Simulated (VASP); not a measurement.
# IrCl (P4_2/ncm) in VASP: single point with PBEsol

Aim: the single point of IrCl with PBEsol.

Everything below comes from runs of VASP 6.6.1. Logs are shortened: lines on timing, memory, paths and dates and some standing lists are left out, and cuts for length are marked.

## 1. The cell of the first run

The structure is tetragonal, space group P4_2/ncm (No. 138). The conventional cell has a = 3.795 Å, b = 3.795 Å, c = 11.978 Å, α = 90.00°, β = 90.00°, γ = 90.00°. Within 3.0 Å of Ir (site symmetry 2/m) lie 2 Cl at 2.27 Å and 4 Ir at 2.68 Å. Within 3.0 Å of Cl (site symmetry 2mm) lie 2 Ir at 2.27 Å.

## 2. Single point, PBEsol

Input file POSCAR:

```
IrCl
1.0
    3.7949120000      0.0000000000      0.0000000000
    0.0000000000      3.7949120000      0.0000000000
    0.0000000000      0.0000000000     11.9779640000
Ir Cl
4 4
Direct
    0.0000000000      0.0000000000      0.0000000000
    0.5000000000      0.0000000000      0.5000000000
    0.5000000000      0.5000000000      0.0000000000
    0.0000000000      0.5000000000      0.5000000000
    0.2500000000      0.2500000000      0.1530000000
    0.2500000000      0.2500000000      0.6530000000
    0.7500000000      0.7500000000      0.3470000000
    0.7500000000      0.7500000000      0.8470000000
```

Input file INCAR.step1:

```
SYSTEM = IrCl
  PREC = Accurate
  ENCUT = 400
  EDIFF = 1E-6
  ISMEAR = -1
  SIGMA = 0.1
  LREAL = .False.
  LASPH = .True.
  NELM = 120
  ALGO = Normal
  ISIF = 2
  LWAVE = .False.
  LCHARG = .True.
  LMAXMIX = 4
  GGA = PS
  NBANDS = 42
  GGA_COMPAT = .False.
  NEDOS = 2001
  LORBIT = 11
```

Input file KPOINTS.step1:

```
regular mesh
0
Gamma
  9 9 3
  0 0 0
```

Input file INCAR.step2:

```
SYSTEM = IrCl
  PREC = Accurate
  ENCUT = 400
  EDIFF = 1E-6
  ISMEAR = -5
  SIGMA = 0.1
  LREAL = .False.
  LASPH = .True.
  NELM = 120
  ALGO = Normal
  ISIF = 2
  LWAVE = .False.
  LCHARG = .False.
  LMAXMIX = 4
  GGA = PS
  LORBIT = 11
  NBANDS = 42
  NEDOS = 1001
  ICHARG = 11
  GGA_COMPAT = .False.
```

Input file KPOINTS.step2:

```
regular mesh
0
Gamma
  14 14 5
  0 0 0
```

Potentials or basis: VASP PAW PBE potentials, release 64 (Ir, Cl).

On the command line:

```sh
$ cat potpaw_PBE.64/Ir/POTCAR potpaw_PBE.64/Cl/POTCAR > POTCAR
$ cp INCAR.step1 INCAR
$ cp KPOINTS.step1 KPOINTS
$ mpirun -np 1 vasp_std > vasp.out
$ cp INCAR.step2 INCAR
$ cp KPOINTS.step2 KPOINTS
$ mpirun -np 1 vasp_std > vasp.out
```

OUTCAR:

```text
SYSTEM = IrCl
   PREC = Accurate
   ENCUT = 400
   EDIFF = 1E-6
   ISMEAR = -5
   LREAL = .False.
   LASPH = .True.
   NELM = 120
   ISIF = 2
   GGA = PS
   LORBIT = 11
   ICHARG = 11

 ion  position               nearest neighbor table
   1  0.000  0.000  0.000-   5 2.27   8 2.27   3 2.68   3 2.68   3 2.68   3 2.68
   2  0.500  0.000  0.500-   6 2.27   7 2.27   4 2.68   4 2.68   4 2.68   4 2.68
   3  0.500  0.500  0.000-   5 2.27   8 2.27   1 2.68   1 2.68   1 2.68   1 2.68
   4  0.000  0.500  0.500-   6 2.27   7 2.27   2 2.68   2 2.68   2 2.68   2 2.68
   5  0.250  0.250  0.153-   1 2.27   3 2.27
   6  0.250  0.250  0.653-   2 2.27   4 2.27
   7  0.750  0.750  0.347-   2 2.27   4 2.27
   8  0.750  0.750  0.847-   1 2.27   3 2.27

  LATTYP: Found a simple tetragonal cell.
 ALAT       =     3.7949120000
 C/A-ratio  =     3.1563219384

  Lattice vectors:

 A1 = (   3.7949120000,   0.0000000000,   0.0000000000)
 A2 = (   0.0000000000,   3.7949120000,   0.0000000000)
 A3 = (   0.0000000000,   0.0000000000,  11.9779640000)

Analysis of symmetry for initial positions (statically):
=====================================================================
 Subroutine PRICEL returns:
 Original cell was already a primitive cell.

 Routine SETGRP: Setting up the symmetry group for a
 simple tetragonal supercell.

 Subroutine GETGRP returns: Found 16 space group operations
 (whereof  4 operations were pure point group operations)
 out of a pool of 16 trial point group operations.

The static configuration has the point symmetry C_2h.
 The point group associated with its full space group is D_4h.

Analysis of symmetry for dynamics (positions and initial velocities):
=====================================================================
 Subroutine PRICEL returns:
 Original cell was already a primitive cell.

 Routine SETGRP: Setting up the symmetry group for a
 simple tetragonal supercell.

 Subroutine GETGRP returns: Found 16 space group operations
 (whereof  4 operations were pure point group operations)
 out of a pool of 16 trial point group operations.

The dynamic configuration has the point symmetry C_2h.
 The point group associated with its full space group is D_4h.

 Subroutine INISYM returns: Found 16 space group operations
 (whereof  4 operations are pure point group operations),
 and found     1 'primitive' translations

----------------------------------------------------------------------------------------

                                     Primitive cell

  volume of cell :     172.4989

  direct lattice vectors                    reciprocal lattice vectors
     3.794912000  0.000000000  0.000000000     0.263510722  0.000000000  0.000000000
     0.000000000  3.794912000  0.000000000     0.000000000  0.263510722  0.000000000
     0.000000000  0.000000000 11.977964000     0.000000000  0.000000000  0.083486643

  length of vectors
     3.794912000  3.794912000 11.977964000     0.263510722  0.263510722  0.083486643

  position of ions in fractional coordinates (direct lattice)
     0.000000000  0.000000000  0.000000000
     0.500000000  0.000000000  0.500000000
     0.500000000  0.500000000  0.000000000
     0.000000000  0.500000000  0.500000000
     0.250000000  0.250000000  0.153000000
     0.250000000  0.250000000  0.653000000
     0.750000000  0.750000000  0.347000000
     0.750000000  0.750000000  0.847000000

  ion indices of the primitive-cell ions
   primitive index   ion index
                 1           1
                 2           2
                 3           3
                 4           4
                 5           5
                 6           6
                 7           7
                 8           8

----------------------------------------------------------------------------------------

 KPOINTS: regular mesh

Automatic generation of k-mesh.
 Grid dimensions read from file:
 generate k-points for:   14   14    5

 Generating k-lattice:

  Cartesian coordinates                     Fractional coordinates (reciprocal lattice)
     0.018822194  0.000000000  0.000000000     0.071428571  0.000000000  0.000000000
     0.000000000  0.018822194  0.000000000     0.000000000  0.071428571  0.000000000
     0.000000000  0.000000000  0.016697329     0.000000000  0.000000000  0.200000000

  Length of vectors
     0.018822194  0.018822194  0.016697329

  Shift w.r.t. Gamma in fractional coordinates (k-lattice)
     0.000000000  0.000000000  0.000000000

 TETIRR: Found   1477 inequivalent tetrahedra from     5880

 Subroutine IBZKPT returns following result:
 ===========================================

 Found    108 irreducible k-points:

 Following reciprocal coordinates:
            Coordinates               Weight
  0.000000  0.000000  0.000000      1.000000
  0.071429  0.000000  0.000000      4.000000
  0.142857  0.000000  0.000000      4.000000
  0.214286  0.000000  0.000000      4.000000
  0.285714  0.000000  0.000000      4.000000
  0.357143  0.000000  0.000000      4.000000
[... 16 lines left out ...]
  0.285714  0.214286  0.000000      8.000000
  0.357143  0.214286  0.000000      8.000000
 [... further k-points ...]
   k-points           NKPTS =    108   k-points in BZ     NKDIM =    108   number of bands    NBANDS=     42
   number of dos      NEDOS =   1001   number of ions     NIONS =      8
   total plane-waves  NPLWV =  62720
   dimension x,y,z NGX =    28 NGY =   28 NGZ =   80
   dimension x,y,z NGXF=    56 NGYF=   56 NGZF=  160
   ions per type =               4   4
   NGX,Y,Z   is equivalent  to a cutoff of  12.27, 12.27, 11.10 a.u.
   NGXF,Y,Z  is equivalent  to a cutoff of  24.53, 24.53, 22.21 a.u.
 SYSTEM =  IrCl
   PREC   = accura    normal or accurate (medium, high low for compatibility)
   ISTART =      0    job   : 0-new  1-cont  2-samecut
   ICHARG =     11    charge: 1-file 2-atom 10-const
   ISPIN  =      1    spin polarized calculation?
   LNONCOLLINEAR =      F non collinear calculations
   LSORBIT =      F    spin-orbit coupling
   LASPH  =      T    aspherical Exc in radial PAW
   ENCUT  =  400.0 eV  29.40 Ry    5.42 a.u.   6.19  6.19 19.53*2*pi/ulx,y,z
   NELM   =    120;   NELMIN=  2; NELMDL=  0     # of ELM steps
   EDIFF  = 0.1E-05   stopping-criterion for ELM
   LREAL  =      F    real-space projection
   EDIFFG = 0.1E-04   stopping-criterion for IOM
   NSW    =      0    number of steps for IOM
   IBRION =     -1    ionic relax: 0-MD 1-quasi-New 2-CG
   NFREE  =      0    steps in history (QN), initial steepest desc. (CG)
   ISIF   =      2    stress and relaxation
   ISYM   =      2    0-nonsym 1-usesym 2-fastsym
   POTIM  = 0.5000    time-step for ionic-motion
   TEBEG  =    0.0;   TEEND  =   0.0 temperature during run
   PSTRESS=    0.0 pullay stress
   NELECT =      64.0000    total number of electrons
   NUPDOWN=      -1.0000    fix difference up-down
   EMIN   =  10.00;   EMAX   =-10.00  energy-range for DOS
   EFERMI =   0.00;   METHOD = LEGACY
   ISMEAR =    -5;   SIGMA  =   0.10  broadening in eV -4-tet -1-fermi 0-gaus
   EFERMI_NEDOS =   21; number of points for ismear=-14 and -15
   IALGO  =     38    algorithm
   IMIX   =      4    mixing-type and parameters
     AMIX     =   0.40;   BMIX     =  1.00
     AMIX_MAG =   1.60;   BMIX_MAG =  1.00
  volume/ion in A,a.u.               =      21.56       145.51
  Fermi-wavevector in a.u.,A,eV,Ry     =   1.176358  2.222993 18.827975  1.383817
  Thomas-Fermi vector in A             =   2.312723
   LORBIT       =     11    0 simple, 1 ext, 2 COOP (PROOUT), +10 PAW based schemes
   GGA     = PS    functional components
   LHFCALC =     F    Hartree Fock is set to
   AEXX    =    0.0000 exact exchange contribution
   IVDW    =     0    specifies the selected vdW correction
   LEPSILON=     F    determine dielectric tensor
   LRPA    =     F    only Hartree local field effects (RPA)
 non-spin polarized calculation
 Fermi weights with tetrahedron method with Bloechl corrections
  energy-cutoff  :      400.00
  volume of cell :      172.50
 maximum number of plane-waves:      3164
 NGX is ok and might be reduce to    28

 number of electron      64.0000001 magnetization

 Free energy of the ion-electron system (eV)
  ---------------------------------------------------
  ext. energy  EPLUGINS =         0.00000000
  ---------------------------------------------------
  free energy    TOTEN  =       -44.01954169 eV

  energy without entropy =      -44.01954169  energy(sigma->0) =      -44.01954169

 E-fermi :   3.8017     XC(G=0): -10.1981

 val. band max:        3.7949412250   @ k =   0.2143   0.0000   0.4000
 cond. band min:       3.7160694960   @ k =   0.5000   0.1429   0.4000
 fundamental gap:     -0.0788717290
 Fermi energy:         3.8017376060

 k-point     1 :       0.0000    0.0000    0.0000
  band No.  band energies     occupation
      1     -13.1360      2.00000
      2     -12.8808      2.00000
      3     -12.4407      2.00000
      4     -12.1111      2.00000
      5      -4.0056      2.00000
      6      -3.4677      2.00000
[... 34 lines left out ...]
     41       8.6713      0.00000
     42       9.0261      0.00000

 k-point     2 :       0.0714    0.0000    0.0000
  band No.  band energies     occupation
      1     -13.1187      2.00000
      2     -12.8682      2.00000
      3     -12.4388      2.00000
      4     -12.1182      2.00000
      5      -3.9606      2.00000
      6      -3.4353      2.00000
[... 979 lines left out ...]
     41       9.7810      0.00000
     42       9.8424      0.00000

 k-point    24 :       0.3571    0.2143    0.0000
  band No.  band energies     occupation
      1     -12.8062      2.00000
      2     -12.5509      2.00000
      3     -12.4362      2.00000
      4     -12.1790      2.00000
      5      -3.3067      2.00000
      6      -2.8905      2.00000
[... 34 lines left out ...]
     41      10.0402      0.00000
     42      10.3620      0.00000

 [... further k-points ...]
[... 5 lines left out ...]
  --------------------------------------------------------------------------------------
  -------------------------------------------------------------------------------------
  Total       -6.1977998     -6.1977998      3.2982547     -0.0000000      0.0000000      0.0000000
  in kB      -57.5654230    -57.5654230     30.6343272     -0.0000000      0.0000000      0.0000000
  external PRESSURE =     -28.1655063 kB  Pullay stress =       0.0000000 kB

 VOLUME and BASIS-vectors are now :
 -----------------------------------------------------------------------------
  energy-cutoff  :      400.00
  volume of cell :      172.50
      direct lattice vectors                 reciprocal lattice vectors
     3.794912000  0.000000000  0.000000000     0.263510722  0.000000000  0.000000000
     0.000000000  3.794912000  0.000000000     0.000000000  0.263510722  0.000000000
     0.000000000  0.000000000 11.977964000     0.000000000  0.000000000  0.083486643

 POSITION                                       TOTAL-FORCE (eV/Angst)
 -----------------------------------------------------------------------------------
      0.00000      0.00000      0.00000        -0.000000      0.000000      0.000000
      1.89746      0.00000      5.98898        -0.000000      0.000000      0.000000
      1.89746      1.89746      0.00000        -0.000000      0.000000      0.000000
      0.00000      1.89746      5.98898        -0.000000      0.000000      0.000000
      0.94873      0.94873      1.83263        -0.000000     -0.000000      0.579131
      0.94873      0.94873      7.82161        -0.000000      0.000000      0.579131
      2.84618      2.84618      4.15635         0.000000      0.000000     -0.579131
      2.84618      2.84618     10.14534         0.000000     -0.000000     -0.579131
 -----------------------------------------------------------------------------------
    total drift:                               -0.000000      0.000000      0.000000

  FREE ENERGIE OF THE ION-ELECTRON SYSTEM (eV)
  ---------------------------------------------------
  free  energy   TOTEN  =       -44.0195416878 eV

  energy  without entropy=      -44.0195416878  energy(sigma->0) =      -44.01954169

 total charge

# of ion       s       p       d       tot
------------------------------------------
    1        0.643   0.489   7.047   8.179
    2        0.643   0.489   7.047   8.179
    3        0.643   0.489   7.047   8.179
    4        0.643   0.489   7.047   8.179
    5        1.597   3.438   0.000   5.035
    6        1.597   3.438   0.000   5.035
    7        1.597   3.438   0.000   5.035
    8        1.597   3.438   0.000   5.035
--------------------------------------------------
tot          8.959  15.708  28.190  52.857
```

Wall time 14 min (1 thread of Intel Xeon 8259CL, shared host); peak memory 0.5 GiB.

What came out:

| Quantity | Value |
| --- | --- |
| Valence electrons inside the program's atomic spheres | Ir 8.18; Cl 5.04 |

Levels at points of the mesh, in eV from the Fermi level:
| k point | band 28 | band 29 | band 30 | band 31 | band 32 | band 33 | band 34 | band 35 | band 36 | band 37 |
| --- | --- | --- | --- | --- | --- | --- | --- | --- | --- | --- |
| (0.00, 0.00, 0.00) | -0.17 | 0.35 | 0.35 | 1.12 | 1.12 | 2.00 | 2.00 | 2.76 | 2.76 | 3.00 |
| (0.50, 0.00, 0.00) | -1.10 | -1.07 | -1.07 | -1.05 | -1.05 | -0.56 | -0.56 | -0.41 | -0.41 | 3.28 |
| (0.50, 0.50, 0.00) | -0.64 | -0.10 | -0.10 | 0.26 | 0.26 | 1.68 | 1.68 | 2.24 | 2.24 | 2.90 |

Caveat: the PAW data sets were made with another functional, which shifts forces and pressure a little; spin-orbit coupling is left out, which moves the levels of the heavy elements.
